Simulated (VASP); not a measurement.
Here is a VASP 6.6.1 calculation.

Contents of INCAR:

```
ALGO = Fast ; EDIFF = 1E-6
ENCUT = 520 ; GGA = PE
ISIF = 2 ; ISMEAR = 0
LASPH = T ; LCHARG = F
LREAL = F ; LWAVE = F
NBANDS = 18 ; NELM = 80
PREC = Accurate ; SIGMA = 0.15
```

File KPOINTS:

```
k-points
0
Gamma
  18 18 14
```

The input POSCAR:

```
Cu
1.0
    0.0000000000     -1.8075000000     -1.8075000000
    0.0000000000      1.8075000000     -1.8075000000
    3.6150000000      0.0000000000      0.0000000000
Cu
2
Direct
    0.5000000000      0.5000000000      0.5726141079
    0.0000000000      0.0000000000     -0.0726141079
```

Potentials or basis: VASP PAW PBE potentials, release 64 (Cu).

Launch:

```bash
$ cat potpaw_PBE.64/Cu/POTCAR > POTCAR
$ mpirun -np 1 vasp_std > vasp.out
```

(1) Predict the largest force.

(2) What does it give for the pressure?

(3) Estimate the band gap on the k mesh.

## Answers

(1) 4.354 eV/Å.

(2) 29.3 GPa.

(3) zero (band 11 reaches 12.14 eV, above the bottom of band 12 at 6.07 eV).

Caveat: the cell differs from its parent crystal (mode 6 (244.6 1/cm) frozen in, largest displacement +0.263 Å); forces of over 1 eV/Å act on the atoms, so gaps and moduli don't describe the material at rest.
